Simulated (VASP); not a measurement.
# Hf (Pm-3m) in VASP: further runs

Runs on Hf. Level: PBEsol. Tasks: single point.

Everything below comes from runs of VASP 6.6.1. Logs are shortened: lines on timing, memory, paths and dates and some standing lists are left out, and cuts for length are marked.

## 1. The cell of the first run

The structure is cubic, space group Pm-3m (No. 221). The conventional cell has a = 2.520 Å, b = 2.520 Å, c = 2.520 Å, α = 90.00°, β = 90.00°, γ = 90.00°. Hf (site symmetry m-3m) has 6 Hf at 2.52 Å within 3.3 Å.

## 2. Single point, PBEsol (volume scaled by 0.68)

INCAR reads:

```
SYSTEM = Hf
  ALGO = Normal
  EDIFF = 1E-6
  ENCUT = 500
  GGA = PS
  GGA_COMPAT = .FALSE.
  ISIF = 2
  ISMEAR = -1
  LASPH = .TRUE.
  LCHARG = .FALSE.
  LREAL = .FALSE.
  LWAVE = .FALSE.
  NBANDS = 11
  NELM = 120
  PREC = Accurate
  SIGMA = 0.08
```

KPOINTS reads:

```
k-points
0
G
  13 13 13
  0 0 0
```

POSCAR reads:

```
Hf
1.0
    2.5201153830      0.0000000000      0.0000000000
    0.0000000000      2.5201153830      0.0000000000
    0.0000000000      0.0000000000      2.5201153830
Hf
1
Direct
    0.0000000000      0.0000000000      0.0000000000
```

Potentials or basis: VASP PAW PBE potentials, release 64 (Hf_pv).

Launch:

```console
> cat potpaw_PBE.64/Hf_pv/POTCAR > POTCAR
> mpirun -np 1 vasp_std > vasp.out
```

OUTCAR:

```text
SYSTEM = Hf
   EDIFF = 1E-6
   ENCUT = 500
   GGA = PS
   ISIF = 2
   ISMEAR = -1
   LASPH = .TRUE.
   LREAL = .FALSE.
   NELM = 120
   PREC = Accurate

 ion  position               nearest neighbor table
   1  0.000  0.000  0.000-

  LATTYP: Found a simple cubic cell.
 ALAT       =     2.5201153830

  Lattice vectors:

 A1 = (   2.5201153830,   0.0000000000,   0.0000000000)
 A2 = (   0.0000000000,   2.5201153830,   0.0000000000)
 A3 = (   0.0000000000,   0.0000000000,   2.5201153830)

Analysis of symmetry for initial positions (statically):
=====================================================================
 Subroutine PRICEL returns:
 Original cell was already a primitive cell.

 Routine SETGRP: Setting up the symmetry group for a
 simple cubic supercell.

 Subroutine GETGRP returns: Found 48 space group operations
 (whereof 48 operations were pure point group operations)
 out of a pool of 48 trial point group operations.

The static configuration has the point symmetry O_h .

Analysis of symmetry for dynamics (positions and initial velocities):
=====================================================================
 Subroutine PRICEL returns:
 Original cell was already a primitive cell.

 Routine SETGRP: Setting up the symmetry group for a
 simple cubic supercell.

 Subroutine GETGRP returns: Found 48 space group operations
 (whereof 48 operations were pure point group operations)
 out of a pool of 48 trial point group operations.

The dynamic configuration has the point symmetry O_h .

 Subroutine INISYM returns: Found 48 space group operations
 (whereof 48 operations are pure point group operations),
 and found     1 'primitive' translations

----------------------------------------------------------------------------------------

                                     Primitive cell

  volume of cell :      16.0052

  direct lattice vectors                    reciprocal lattice vectors
     2.520115383  0.000000000  0.000000000     0.396807228  0.000000000  0.000000000
     0.000000000  2.520115383  0.000000000     0.000000000  0.396807228  0.000000000
     0.000000000  0.000000000  2.520115383     0.000000000  0.000000000  0.396807228

  length of vectors
     2.520115383  2.520115383  2.520115383     0.396807228  0.396807228  0.396807228

  position of ions in fractional coordinates (direct lattice)
     0.000000000  0.000000000  0.000000000

  ion indices of the primitive-cell ions
   primitive index   ion index
                 1           1

----------------------------------------------------------------------------------------

 KPOINTS: k-points

Automatic generation of k-mesh.
 Grid dimensions read from file:
 generate k-points for:   13   13   13

 Generating k-lattice:

  Cartesian coordinates                     Fractional coordinates (reciprocal lattice)
     0.030523633  0.000000000  0.000000000     0.076923077  0.000000000  0.000000000
     0.000000000  0.030523633  0.000000000     0.000000000  0.076923077  0.000000000
     0.000000000  0.000000000  0.030523633     0.000000000  0.000000000  0.076923077

  Length of vectors
     0.030523633  0.030523633  0.030523633

  Shift w.r.t. Gamma in fractional coordinates (k-lattice)
     0.000000000  0.000000000  0.000000000

 Subroutine IBZKPT returns following result:
 ===========================================

 Found     84 irreducible k-points:

 Following reciprocal coordinates:
            Coordinates               Weight
  0.000000  0.000000  0.000000      1.000000
  0.076923  0.000000  0.000000      6.000000
  0.153846  0.000000  0.000000      6.000000
  0.230769  0.000000  0.000000      6.000000
  0.307692  0.000000  0.000000      6.000000
  0.384615  0.000000  0.000000      6.000000
[... 16 lines left out ...]
  0.307692  0.307692  0.000000     12.000000
  0.384615  0.307692  0.000000     24.000000
 [... further k-points ...]
   k-points           NKPTS =     84   k-points in BZ     NKDIM =     84   number of bands    NBANDS=     11
   number of dos      NEDOS =    301   number of ions     NIONS =      1
   total plane-waves  NPLWV =   5832
   dimension x,y,z NGX =    18 NGY =   18 NGZ =   18
   dimension x,y,z NGXF=    36 NGYF=   36 NGZF=   36
   ions per type =               1
   NGX,Y,Z   is equivalent  to a cutoff of  11.87, 11.87, 11.87 a.u.
   NGXF,Y,Z  is equivalent  to a cutoff of  23.75, 23.75, 23.75 a.u.
 SYSTEM =  Hf
   PREC   = accura    normal or accurate (medium, high low for compatibility)
   ISTART =      0    job   : 0-new  1-cont  2-samecut
   ICHARG =      2    charge: 1-file 2-atom 10-const
   ISPIN  =      1    spin polarized calculation?
   LNONCOLLINEAR =      F non collinear calculations
   LSORBIT =      F    spin-orbit coupling
   LASPH  =      T    aspherical Exc in radial PAW
   ENCUT  =  500.0 eV  36.75 Ry    6.06 a.u.   4.59  4.59  4.59*2*pi/ulx,y,z
   NELM   =    120;   NELMIN=  2; NELMDL= -5     # of ELM steps
   EDIFF  = 0.1E-05   stopping-criterion for ELM
   LREAL  =      F    real-space projection
   EDIFFG = 0.1E-04   stopping-criterion for IOM
   NSW    =      0    number of steps for IOM
   IBRION =     -1    ionic relax: 0-MD 1-quasi-New 2-CG
   NFREE  =      0    steps in history (QN), initial steepest desc. (CG)
   ISIF   =      2    stress and relaxation
   ISYM   =      2    0-nonsym 1-usesym 2-fastsym
   POTIM  = 0.5000    time-step for ionic-motion
   TEBEG  =    0.0;   TEEND  =   0.0 temperature during run
   PSTRESS=    0.0 pullay stress
   NELECT =      10.0000    total number of electrons
   NUPDOWN=      -1.0000    fix difference up-down
   EMIN   =  10.00;   EMAX   =-10.00  energy-range for DOS
   EFERMI =   0.00;   METHOD = LEGACY
   ISMEAR =    -1;   SIGMA  =   0.08  broadening in eV -4-tet -1-fermi 0-gaus
   EFERMI_NEDOS =   21; number of points for ismear=-14 and -15
   IALGO  =     38    algorithm
   IMIX   =      4    mixing-type and parameters
     AMIX     =   0.40;   BMIX     =  1.00
     AMIX_MAG =   1.60;   BMIX_MAG =  1.00
  volume/ion in A,a.u.               =      16.01       108.01
  Fermi-wavevector in a.u.,A,eV,Ry     =   1.399548  2.644762 26.650195  1.958734
  Thomas-Fermi vector in A             =   2.522596
   LORBIT       =      0    0 simple, 1 ext, 2 COOP (PROOUT), +10 PAW based schemes
   GGA     = PS    functional components
   LHFCALC =     F    Hartree Fock is set to
   AEXX    =    0.0000 exact exchange contribution
   IVDW    =     0    specifies the selected vdW correction
   LEPSILON=     F    determine dielectric tensor
   LRPA    =     F    only Hartree local field effects (RPA)
 non-spin polarized calculation
  energy-cutoff  :      500.00
  volume of cell :       16.01
 maximum number of plane-waves:       437
   NGX =  9   NGY =  9   NGZ =  9

 number of electron      10.0000000 magnetization

 number of electron       9.9999994 magnetization

 Free energy of the ion-electron system (eV)
  ---------------------------------------------------
  ext. energy  EPLUGINS =         0.00000000
  ---------------------------------------------------
  free energy    TOTEN  =        -8.35539099 eV

  energy without entropy =       -8.32584965  energy(sigma->0) =       -8.34062032

 E-fermi :   6.8392     XC(G=0): -12.9331

 val. band max:        6.8207169986   @ k =   0.3077   0.1538   0.1538
 cond. band min:       6.8481942960   @ k =   0.4615   0.4615   0.2308
 fundamental gap:      0.0274772974
 Fermi energy:         6.8391903198

 k-point     1 :       0.0000    0.0000    0.0000
  band No.  band energies     occupation
      1     -21.7198      2.00000
      2     -21.7198      2.00000
      3     -21.7198      2.00000
      4      -0.7525      2.00000
      5       3.9605      2.00000
      6       3.9605      2.00000
      7      16.9318      0.00000
      8      16.9318      0.00000
      9      16.9318      0.00000
     10      21.0132      0.00000
     11      24.4146      0.00000

 k-point     2 :       0.0769    0.0000    0.0000
  band No.  band energies     occupation
      1     -21.9349      2.00000
      2     -21.7023      2.00000
      3     -21.7023      2.00000
      4      -0.4927      2.00000
      5       4.0335      2.00000
      6       4.2880      2.00000
      7      16.2887      0.00000
      8      16.2887      0.00000
      9      16.9716      0.00000
     10      21.0081      0.00000
     11      23.3119      0.00000

 k-point     3 :       0.1538    0.0000    0.0000
  band No.  band energies     occupation
      1     -22.5009      2.00000
      2     -21.6533      2.00000
      3     -21.6533      2.00000
      4       0.1749      2.00000
      5       4.2420      2.00000
      6       5.2395      2.00000
      7      14.8999      0.00000
      8      14.8999      0.00000
      9      17.0835      0.00000
     10      20.9274      0.00000
     11      21.4189      0.00000

 k-point     4 :       0.2308    0.0000    0.0000
  band No.  band energies     occupation
      1     -23.2360      2.00000
      2     -21.5835      2.00000
      3     -21.5835      2.00000
      4       1.0437      2.00000
      5       4.5545      2.00000
      6       6.5998      1.90449
      7      13.4251      0.00000
      8      13.4251      0.00000
      9      17.2454      0.00000
     10      19.6804      0.00000
     11      21.0549      0.00000
[... 239 lines left out ...]
 k-point    22 :       0.4615    0.2308    0.0000
  band No.  band energies     occupation
      1     -24.5836      2.00000
      2     -22.8149      2.00000
      3     -21.2819      2.00000
      4       4.0703      2.00000
      5       5.1301      2.00000
      6       8.7876      0.00000
      7      11.3556      0.00000
      8      12.8792      0.00000
      9      14.6428      0.00000
     10      20.9909      0.00000
     11      21.7057      0.00000

 k-point    23 :       0.3077    0.3077    0.0000
  band No.  band energies     occupation
      1     -23.6946      2.00000
      2     -23.5820      2.00000
      3     -21.3066      2.00000
      4       3.4334      2.00000
      5       5.3115      2.00000
      6      10.6934      0.00000
      7      11.1762      0.00000
      8      12.7012      0.00000
      9      13.3436      0.00000
     10      20.9103      0.00000
     11      20.9875      0.00000

 k-point    24 :       0.3846    0.3077    0.0000
  band No.  band energies     occupation
      1     -24.1742      2.00000
      2     -23.5408      2.00000
      3     -21.2463      2.00000
      4       3.1231      2.00000
      5       5.4193      2.00000
      6      11.0628      0.00000
      7      12.1019      0.00000
      8      12.7256      0.00000
      9      13.3317      0.00000
     10      20.7352      0.00000
     11      21.0084      0.00000

 [... further k-points ...]

------------------------ aborting loop because EDIFF is reached ----------------------------------------

  FORCE on cell =-STRESS in cart. coord.  units (eV):
  Direction    XX          YY          ZZ          XY          YZ          ZX
  --------------------------------------------------------------------------------------
  -------------------------------------------------------------------------------------
  Total        6.1625319      6.1625319      6.1625319      0.0000000      0.0000000     -0.0000000
  in kB      616.8910739    616.8910739    616.8910739      0.0000000      0.0000000     -0.0000000
  external PRESSURE =     616.8910739 kB  Pullay stress =       0.0000000 kB

 VOLUME and BASIS-vectors are now :
 -----------------------------------------------------------------------------
  energy-cutoff  :      500.00
  volume of cell :       16.01
      direct lattice vectors                 reciprocal lattice vectors
     2.520115383  0.000000000  0.000000000     0.396807228  0.000000000  0.000000000
     0.000000000  2.520115383  0.000000000     0.000000000  0.396807228  0.000000000
     0.000000000  0.000000000  2.520115383     0.000000000  0.000000000  0.396807228

 POSITION                                       TOTAL-FORCE (eV/Angst)
 -----------------------------------------------------------------------------------
      0.00000      0.00000      0.00000         0.000000      0.000000      0.000000
 -----------------------------------------------------------------------------------
    total drift:                               -0.000000      0.000000      0.000000

  FREE ENERGIE OF THE ION-ELECTRON SYSTEM (eV)
  ---------------------------------------------------
  free  energy   TOTEN  =        -8.3553909862 eV

  energy  without entropy=       -8.3258496530  energy(sigma->0) =       -8.34062032
```

Wall time 4.1 s (1 thread of Intel Xeon 6975P-C (Granite Rapids), shared host); peak memory 0.13 GiB.

What came out:

* Free energy: -8.3554 eV
* Pressure: 61.7 GPa
* Band gap on the k mesh: zero (band 5 reaches 8.17 eV, above the bottom of band 6 at 3.89 eV)

Levels at points of the mesh, in eV from the Fermi level:
```tsv
k point	band 3	band 4	band 5	band 6	band 7	band 8
(0.00, 0.00, 0.00)	-28.56	-7.59	-2.88	-2.88	10.09	10.09
```

Caveat: the PAW data sets were made with another functional, which shifts forces and pressure a little; spin-orbit coupling is left out, which moves the levels of the heavy elements.

[end of part 1 of 2]
